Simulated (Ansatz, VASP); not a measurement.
Two plane-wave programs on Li

```
Li
1.0
     0.00000    2.13594    2.16897
     2.13594    0.00000    2.16897
     2.13594    2.13594    0.00000
Li
1
Cartesian
  0.0000 0.0000 0.0000
```

Change from the starting cell: strain -0.030 along x and y, -0.015 along z, atoms carried along.

Alike in both runs: task single point; functional r2SCAN; k mesh 18 × 18 × 18; occupations gaussian, width 0.15 eV; no spin polarisation.

```csv
,VASP,Ansatz
version,VASP 6.6.1,Ansatz 0.2.0
potentials or method,"VASP PAW PBE potentials, release 64 (Li_sv), cutoff 830 eV","scalar-relativistic, plane waves, PAW"
valence electrons in the cell,3,3
```

Ansatz gave:

| Item | Value |
| --- | --- |
| gap on the k mesh at the Fermi level (eV) | none |
| pressure (GPa) | 0.8 |
| traceless stress, the component that is largest in VASP (GPa) | -0.07 |

Question: Estimate VASP's values.

Answer: gap on the k mesh at the Fermi level (eV): none; pressure (GPa): 0.6; traceless stress, the component that is largest in VASP (GPa): -0.10.

VASP's potentials were made for PBE, not for r2SCAN. A gap of «none» marks a metal or a gap that the smearing closes. The functional is the same, so the differences come from potentials, cutoffs and numerics.
